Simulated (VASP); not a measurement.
A run of VASP 6.6.1 is set up as follows.

Contents of INCAR:

```
  PREC = Accurate
  ENCUT = 520
  EDIFF = 1E-8
  ISMEAR = 0
  SIGMA = 0.01
  LREAL = False
  LASPH = True
  NELM = 100
  ALGO = Normal
  ISIF = 2
  LWAVE = False
  LCHARG = False
  METAGGA = R2SCAN
  LMIXTAU = True
  NBANDS = 16
  IBRION = 6
  NFREE = 2
  POTIM = 0.015
  NSW = 1
```

Contents of KPOINTS:

```
Automatic mesh
0
Gamma
  8 8 6
```

Contents of POSCAR:

```
SiC
1.0
    3.0344044248      0.0000000000      0.0000000000
   -1.5172022124      2.6278713172      0.0000000000
    0.0000000000      0.0000000000      4.9790037382
Si C
2 2
Direct
    0.3333333333      0.6666666667      0.0046123117
    0.6666666667      0.3333333333      0.5046123117
    0.3333333333      0.6666666667      0.3803876883
    0.6666666667      0.3333333333      0.8803876883
```

Potentials or basis: VASP PAW PBE potentials, release 64 (Si, C).

Launch:

```sh
$ cat potpaw_PBE.64/Si/POTCAR potpaw_PBE.64/C/POTCAR > POTCAR
$ mpirun -np 1 vasp_std > vasp.out
```

(1) Predict the highest phonon frequency at Γ, LO-TO splitting left out.

## Answers

(1) 887 cm⁻¹.

Caveat: the cell wasn't relaxed at this level first, which shifts response properties.
